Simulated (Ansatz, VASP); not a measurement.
# Two plane-wave programs on Hf

File INCAR:

```
PREC = Accurate
ENCUT = 500
EDIFF = 1E-6
ISMEAR = 0
SIGMA = 0.15
LREAL = F
LASPH = T
NELM = 120
ALGO = Normal
ISIF = 2
LWAVE = F
LCHARG = F
GGA = PE
NBANDS = 17
GGA_COMPAT = F
```

File KPOINTS:

```
Automatic mesh
0
Gamma
  18 18 10
```

Contents of POSCAR:

```
Hf
1.0
    3.4292000000      0.0000000000      0.0000000000
   -1.7146000000      2.9697743147      0.0000000000
    0.0000000000      0.0000000000      4.6623000000
Hf
2
Direct
    0.3333333333      0.6666666667      0.2500000000
    0.6666666667      0.3333333333      0.7500000000
```

Input for Ansatz:

```yaml
crystal:
  lattice:
    - [3.4292, 0.0, 0.0]
    - [-1.7146, 2.9697743147, 0.0]
    - [0.0, 0.0, 4.6623]
  atoms:
    - { symbol: Hf, position: [0.3333333333, 0.6666666667, 0.25] }
    - { symbol: Hf, position: [0.6666666667, 0.3333333333, 0.75] }
basis:
  ecutwfc: 420
kpoints:
  mp_grid: { grid: [18, 18, 10] }
hamiltonian:
  xc: pbe
scf:
  occupations: { method: gaussian, width: 0.15 }
output:
  forces: true
  stress: true
  eigenvalues: true
```

Alike in both runs: task single point; functional PBE; k mesh 18 × 18 × 10; occupations gaussian, width 0.15 eV; no spin polarisation.

```csv
,VASP,Ansatz
version,VASP 6.6.1,Ansatz 0.2.0
potentials or method,"VASP PAW PBE potentials, release 64 (Hf_pv), cutoff 500 eV","scalar-relativistic, plane waves, PAW"
valence electrons in the cell,20,52
```

Ansatz gave:

```
gap on the k mesh at the Fermi level (eV)                     : none
pressure (GPa)                                                : -3.8
traceless stress, the component that is largest in VASP (GPa) : 9.68
```

Question: What did VASP give for the same quantities?

Answer: gap on the k mesh at the Fermi level (eV): none; pressure (GPa): -4.2; traceless stress, the component that is largest in VASP (GPa): 9.63.

A gap of «none» marks a metal or a gap that the smearing closes. With one functional, cell and mesh, what is left measures potentials, basis and numerics. VASP's potentials hold 20 valence electrons a cell and Ansatz's 52, so a difference there can come from the potentials and not from the codes.

Neither program's run includes spin-orbit coupling.
